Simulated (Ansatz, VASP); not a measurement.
## Two plane-wave programs on SnO2

```
Sn O
1.0
     3.22823    1.86382    4.71644
    -3.22823    1.86382    4.71644
     0.00000   -3.72764    4.71644
Sn O
4 8
Direct
  0.86468 0.86468 0.86468
  0.36482 0.36482 0.86482
  0.36482 0.86482 0.36482
  0.86482 0.36482 0.36482
  0.12350 0.62335 0.62335
  0.62335 0.12350 0.62335
  0.62335 0.62335 0.12350
  0.60621 0.60621 0.60621
  0.12347 0.12347 0.12347
  0.10609 0.10609 0.60624
  0.10609 0.60624 0.10609
  0.60624 0.10609 0.10609
```

Alike in both runs: task single point; functional PBEsol; k mesh 6 × 6 × 6; occupations gaussian, width 0.05 eV; no spin polarisation.

```csv
,VASP,Ansatz
version,VASP 6.6.1,Ansatz 0.2.0
potentials or method,"VASP PAW PBE potentials, release 64 (Sn_d, O), cutoff 520 eV","scalar-relativistic, plane waves, PAW"
valence electrons in the cell,104,104
```

VASP gave:

* gap on the k mesh at the Fermi level (eV): 1.71
* least direct gap on the mesh (eV): 1.72
* pressure (GPa): -7.1
* traceless stress, the component that is largest in VASP (GPa): -0.47
* rms of the force components (eV/Å): 0.406

**Question.** Estimate Ansatz's values.

**Answer.** gap on the k mesh at the Fermi level (eV): 1.73; least direct gap on the mesh (eV): 1.74; pressure (GPa): -7.7; traceless stress, the component that is largest in VASP (GPa): -0.10; rms of the force components (eV/Å): 0.432.

VASP's potentials were made for PBE, not for PBEsol, and Ansatz warns of the same on its side. Atom by atom the forces differ by 0.026 eV/Å (rms over components).
